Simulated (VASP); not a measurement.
# BaHfO3 (Pm-3m) in VASP: single point with PBEsol

Aim: the single point of BaHfO3 with PBEsol.

All numbers are computed with VASP 6.6.1; they aren't measurements. Logs are shortened: lines on timing, memory, paths and dates and some standing lists are left out, and cuts for length are marked.

### 1 The cell of the first run

It takes space group Pm-3m (No. 221, cubic). The conventional cell has a = 4.158 Å, b = 4.158 Å, c = 4.158 Å, α = 90.00°, β = 90.00°, γ = 90.00°. Ba (site symmetry m-3m) has 12 O at 2.94 Å and 8 Hf at 3.60 Å within 3.9 Å. Within 2.8 Å of Hf (site symmetry m-3m) lie 6 O at 2.08 Å. O (site symmetry 4/mmm) has 2 Hf at 2.08 Å within 2.8 Å.

### 2 Single point, PBEsol

File INCAR:

```
SYSTEM = BaHfO3
ALGO = Normal
EDIFF = 1E-6
ENCUT = 520
GGA = PS
ISIF = 2
ISMEAR = -1
LASPH = .TRUE.
LCHARG = .FALSE.
LREAL = .FALSE.
LWAVE = .FALSE.
NBANDS = 27
NELM = 80
PREC = Accurate
SIGMA = 0.05
```

File KPOINTS:

```
k-points
0
G
  6 6 6
  0 0 0
```

File POSCAR:

```
BaHfO3
1.0
    4.1575940000      0.0000000000      0.0000000000
    0.0000000000      4.1575940000      0.0000000000
    0.0000000000      0.0000000000      4.1575940000
Ba Hf O
1 1 3
Direct
    0.0000000000      0.0000000000      0.0000000000
    0.5000000000      0.5000000000      0.5000000000
    0.5000000000      0.5000000000      0.0000000000
    0.0000000000      0.5000000000      0.5000000000
    0.5000000000      0.0000000000      0.5000000000
```

Potentials or basis: VASP PAW PBE potentials, release 64 (Ba_sv, Hf_pv, O).

Started as:

```
cat potpaw_PBE.64/Ba_sv/POTCAR potpaw_PBE.64/Hf_pv/POTCAR potpaw_PBE.64/O/POTCAR > POTCAR
mpirun -np 1 vasp_std > vasp.out
```

OUTCAR:

```text
SYSTEM = BaHfO3
   EDIFF = 1E-6
   ENCUT = 520
   GGA = PS
   ISIF = 2
   ISMEAR = -1
   LASPH = .TRUE.
   LREAL = .FALSE.
   NELM = 80
   PREC = Accurate

 ion  position               nearest neighbor table
   1  0.000  0.000  0.000-   3 2.94   4 2.94   5 2.94   4 2.94   5 2.94   3 2.94   4 2.94   4 2.94
                             3 2.94   5 2.94   5 2.94   3 2.94   2 3.60   2 3.60   2 3.60   2 3.60
   2  0.500  0.500  0.500-   3 2.08   4 2.08   5 2.08   3 2.08   5 2.08   4 2.08   1 3.60   1 3.60
                             1 3.60   1 3.60   1 3.60   1 3.60   1 3.60   1 3.60
   3  0.500  0.500  0.000-   2 2.08   2 2.08   1 2.94   1 2.94   1 2.94   1 2.94
   4  0.000  0.500  0.500-   2 2.08   2 2.08   1 2.94   1 2.94   1 2.94   1 2.94
   5  0.500  0.000  0.500-   2 2.08   2 2.08   1 2.94   1 2.94   1 2.94   1 2.94

  LATTYP: Found a simple cubic cell.
 ALAT       =     4.1575940000

  Lattice vectors:

 A1 = (   4.1575940000,   0.0000000000,   0.0000000000)
 A2 = (   0.0000000000,   4.1575940000,   0.0000000000)
 A3 = (   0.0000000000,   0.0000000000,   4.1575940000)

Analysis of symmetry for initial positions (statically):
=====================================================================
 Subroutine PRICEL returns:
 Original cell was already a primitive cell.

 Routine SETGRP: Setting up the symmetry group for a
 simple cubic supercell.

 Subroutine GETGRP returns: Found 48 space group operations
 (whereof 48 operations were pure point group operations)
 out of a pool of 48 trial point group operations.

The static configuration has the point symmetry O_h .

Analysis of symmetry for dynamics (positions and initial velocities):
=====================================================================
 Subroutine PRICEL returns:
 Original cell was already a primitive cell.

 Routine SETGRP: Setting up the symmetry group for a
 simple cubic supercell.

 Subroutine GETGRP returns: Found 48 space group operations
 (whereof 48 operations were pure point group operations)
 out of a pool of 48 trial point group operations.

The dynamic configuration has the point symmetry O_h .

 Subroutine INISYM returns: Found 48 space group operations
 (whereof 48 operations are pure point group operations),
 and found     1 'primitive' translations

----------------------------------------------------------------------------------------

                                     Primitive cell

  volume of cell :      71.8665

  direct lattice vectors                    reciprocal lattice vectors
     4.157594000  0.000000000  0.000000000     0.240523726  0.000000000  0.000000000
     0.000000000  4.157594000  0.000000000     0.000000000  0.240523726  0.000000000
     0.000000000  0.000000000  4.157594000     0.000000000  0.000000000  0.240523726

  length of vectors
     4.157594000  4.157594000  4.157594000     0.240523726  0.240523726  0.240523726

  position of ions in fractional coordinates (direct lattice)
     0.000000000  0.000000000  0.000000000
     0.500000000  0.500000000  0.500000000
     0.500000000  0.500000000  0.000000000
     0.000000000  0.500000000  0.500000000
     0.500000000  0.000000000  0.500000000

  ion indices of the primitive-cell ions
   primitive index   ion index
                 1           1
                 2           2
                 3           3
                 4           4
                 5           5

----------------------------------------------------------------------------------------

 KPOINTS: k-points

Automatic generation of k-mesh.
 Grid dimensions read from file:
 generate k-points for:    6    6    6

 Generating k-lattice:

  Cartesian coordinates                     Fractional coordinates (reciprocal lattice)
     0.040087288  0.000000000  0.000000000     0.166666667  0.000000000  0.000000000
     0.000000000  0.040087288  0.000000000     0.000000000  0.166666667  0.000000000
     0.000000000  0.000000000  0.040087288     0.000000000  0.000000000  0.166666667

  Length of vectors
     0.040087288  0.040087288  0.040087288

  Shift w.r.t. Gamma in fractional coordinates (k-lattice)
     0.000000000  0.000000000  0.000000000

 Subroutine IBZKPT returns following result:
 ===========================================

 Found     20 irreducible k-points:

 Following reciprocal coordinates:
            Coordinates               Weight
  0.000000  0.000000  0.000000      1.000000
  0.166667  0.000000  0.000000      6.000000
  0.333333  0.000000  0.000000      6.000000
  0.500000  0.000000  0.000000      3.000000
  0.166667  0.166667  0.000000     12.000000
  0.333333  0.166667  0.000000     24.000000
[... 12 lines left out ...]
  0.500000  0.500000  0.333333      6.000000
  0.500000  0.500000  0.500000      1.000000
   k-points           NKPTS =     20   k-points in BZ     NKDIM =     20   number of bands    NBANDS=     27
   number of dos      NEDOS =    301   number of ions     NIONS =      5
   total plane-waves  NPLWV =  32768
   dimension x,y,z NGX =    32 NGY =   32 NGZ =   32
   dimension x,y,z NGXF=    64 NGYF=   64 NGZF=   64
   ions per type =               1   1   3
   NGX,Y,Z   is equivalent  to a cutoff of  12.80, 12.80, 12.80 a.u.
   NGXF,Y,Z  is equivalent  to a cutoff of  25.59, 25.59, 25.59 a.u.
 SYSTEM =  BaHfO3
   PREC   = accura    normal or accurate (medium, high low for compatibility)
   ISTART =      0    job   : 0-new  1-cont  2-samecut
   ICHARG =      2    charge: 1-file 2-atom 10-const
   ISPIN  =      1    spin polarized calculation?
   LNONCOLLINEAR =      F non collinear calculations
   LSORBIT =      F    spin-orbit coupling
   LASPH  =      T    aspherical Exc in radial PAW
   ENCUT  =  520.0 eV  38.22 Ry    6.18 a.u.   7.73  7.73  7.73*2*pi/ulx,y,z
   NELM   =     80;   NELMIN=  2; NELMDL= -5     # of ELM steps
   EDIFF  = 0.1E-05   stopping-criterion for ELM
   LREAL  =      F    real-space projection
   EDIFFG = 0.1E-04   stopping-criterion for IOM
   NSW    =      0    number of steps for IOM
   IBRION =     -1    ionic relax: 0-MD 1-quasi-New 2-CG
   NFREE  =      0    steps in history (QN), initial steepest desc. (CG)
   ISIF   =      2    stress and relaxation
   ISYM   =      2    0-nonsym 1-usesym 2-fastsym
   POTIM  = 0.5000    time-step for ionic-motion
   TEBEG  =    0.0;   TEEND  =   0.0 temperature during run
   PSTRESS=    0.0 pullay stress
   NELECT =      38.0000    total number of electrons
   NUPDOWN=      -1.0000    fix difference up-down
   EMIN   =  10.00;   EMAX   =-10.00  energy-range for DOS
   EFERMI =   0.00;   METHOD = LEGACY
   ISMEAR =    -1;   SIGMA  =   0.05  broadening in eV -4-tet -1-fermi 0-gaus
   EFERMI_NEDOS =   21; number of points for ismear=-14 and -15
   IALGO  =     38    algorithm
   IMIX   =      4    mixing-type and parameters
     AMIX     =   0.40;   BMIX     =  1.00
     AMIX_MAG =   1.60;   BMIX_MAG =  1.00
  volume/ion in A,a.u.               =      14.37        97.00
  Fermi-wavevector in a.u.,A,eV,Ry     =   1.323815  2.501648 23.844020  1.752486
  Thomas-Fermi vector in A             =   2.453395
   LORBIT       =      0    0 simple, 1 ext, 2 COOP (PROOUT), +10 PAW based schemes
   GGA     = PS    functional components
   LHFCALC =     F    Hartree Fock is set to
   AEXX    =    0.0000 exact exchange contribution
   IVDW    =     0    specifies the selected vdW correction
   LEPSILON=     F    determine dielectric tensor
   LRPA    =     F    only Hartree local field effects (RPA)
 non-spin polarized calculation
  energy-cutoff  :      520.00
  volume of cell :       71.87
 maximum number of plane-waves:      1956
 NGX is ok and might be reduce to    32
   NGX = 15   NGY = 15   NGZ = 15

 number of electron      38.0000014 magnetization

 Free energy of the ion-electron system (eV)
  ---------------------------------------------------
  ext. energy  EPLUGINS =         0.00000000
  ---------------------------------------------------
  free energy    TOTEN  =       -45.51781759 eV

  energy without entropy =      -45.51781759  energy(sigma->0) =      -45.51781759

 E-fermi :   3.4424     XC(G=0): -11.1413

 val. band max:        2.3607936077   @ k =   0.5000   0.5000   0.5000
 cond. band min:       5.8574808796   @ k =   0.0000   0.0000   0.0000
 fundamental gap:      3.4966872719
 Fermi energy:         3.4423578352

 k-point     1 :       0.0000    0.0000    0.0000
  band No.  band energies     occupation
      1     -26.2974      2.00000
      2     -26.2974      2.00000
      3     -26.2974      2.00000
      4     -22.7848      2.00000
      5     -14.2704      2.00000
      6     -13.7187      2.00000
[... 19 lines left out ...]
     26      10.9821      0.00000
     27      10.9833      0.00000

 k-point     2 :       0.1667    0.0000    0.0000
  band No.  band energies     occupation
      1     -26.3340      2.00000
      2     -26.2963      2.00000
      3     -26.2963      2.00000
      4     -22.7642      2.00000
      5     -14.2575      2.00000
      6     -13.7122      2.00000
[... 19 lines left out ...]
     26      10.8651      0.00000
     27      10.9828      0.00000

 k-point     3 :       0.3333    0.0000    0.0000
  band No.  band energies     occupation
      1     -26.4053      2.00000
      2     -26.2940      2.00000
      3     -26.2940      2.00000
      4     -22.7231      2.00000
      5     -14.3347      2.00000
      6     -13.6985      2.00000
[... 19 lines left out ...]
     26      10.1495      0.00000
     27      10.9866      0.00000

 k-point     4 :       0.5000    0.0000    0.0000
  band No.  band energies     occupation
      1     -26.4402      2.00000
      2     -26.2929      2.00000
      3     -26.2929      2.00000
      4     -22.7027      2.00000
      5     -14.3916      2.00000
      6     -13.6919      2.00000
[... 19 lines left out ...]
     26      11.0377      0.00000
     27      11.0402      0.00000
[... 396 lines left out ...]
      4     -22.6492      2.00000
      5     -13.3654      2.00000
      6     -13.1564      2.00000
[... 19 lines left out ...]
     26      10.8194      0.00000
     27      11.4885      0.00000

 k-point    19 :       0.5000    0.5000    0.3333
  band No.  band energies     occupation
      1     -26.4244      2.00000
      2     -26.4244      2.00000
      3     -26.3901      2.00000
      4     -22.6393      2.00000
      5     -13.2306      2.00000
      6     -12.9949      2.00000
[... 19 lines left out ...]
     26      11.0735      0.00000
     27      11.8437      0.00000

 k-point    20 :       0.5000    0.5000    0.5000
  band No.  band energies     occupation
      1     -26.4230      2.00000
      2     -26.4230      2.00000
      3     -26.4230      2.00000
      4     -22.6288      2.00000
      5     -12.9606      2.00000
      6     -12.9606      2.00000
[... 19 lines left out ...]
     26      11.7136      0.00000
     27      11.7136      0.00000

------------------------ aborting loop because EDIFF is reached ----------------------------------------

  FORCE on cell =-STRESS in cart. coord.  units (eV):
  Direction    XX          YY          ZZ          XY          YZ          ZX
  --------------------------------------------------------------------------------------
  -------------------------------------------------------------------------------------
  Total       -0.1660085     -0.1660085     -0.1660085     -0.0000000      0.0000000      0.0000000
  in kB       -3.7009630     -3.7009630     -3.7009630     -0.0000000      0.0000000      0.0000000
  external PRESSURE =      -3.7009630 kB  Pullay stress =       0.0000000 kB

 VOLUME and BASIS-vectors are now :
 -----------------------------------------------------------------------------
  energy-cutoff  :      520.00
  volume of cell :       71.87
      direct lattice vectors                 reciprocal lattice vectors
     4.157594000  0.000000000  0.000000000     0.240523726  0.000000000  0.000000000
     0.000000000  4.157594000  0.000000000     0.000000000  0.240523726  0.000000000
     0.000000000  0.000000000  4.157594000     0.000000000  0.000000000  0.240523726

 POSITION                                       TOTAL-FORCE (eV/Angst)
 -----------------------------------------------------------------------------------
      0.00000      0.00000      0.00000         0.000000      0.000000      0.000000
      2.07880      2.07880      2.07880         0.000000      0.000000      0.000000
      2.07880      2.07880      0.00000         0.000000      0.000000      0.000000
      0.00000      2.07880      2.07880         0.000000      0.000000      0.000000
      2.07880      0.00000      2.07880         0.000000      0.000000      0.000000
 -----------------------------------------------------------------------------------
    total drift:                                0.000000     -0.000000     -0.000000

  FREE ENERGIE OF THE ION-ELECTRON SYSTEM (eV)
  ---------------------------------------------------
  free  energy   TOTEN  =       -45.5178175942 eV

  energy  without entropy=      -45.5178175941  energy(sigma->0) =      -45.51781759
```

Wall time 18 s (1 thread of Intel Xeon 6975P-C (Granite Rapids), shared host); peak memory 0.19 GiB.

What came out:

- Free energy: -45.5178 eV
- Pressure: -0.4 GPa
- Band gap on the k mesh: 3.50 eV, indirect (least direct gap 3.70 eV)

Caveat: the PAW data sets were made with another functional, which shifts forces and pressure a little; spin-orbit coupling is left out, which moves the levels of the heavy elements.
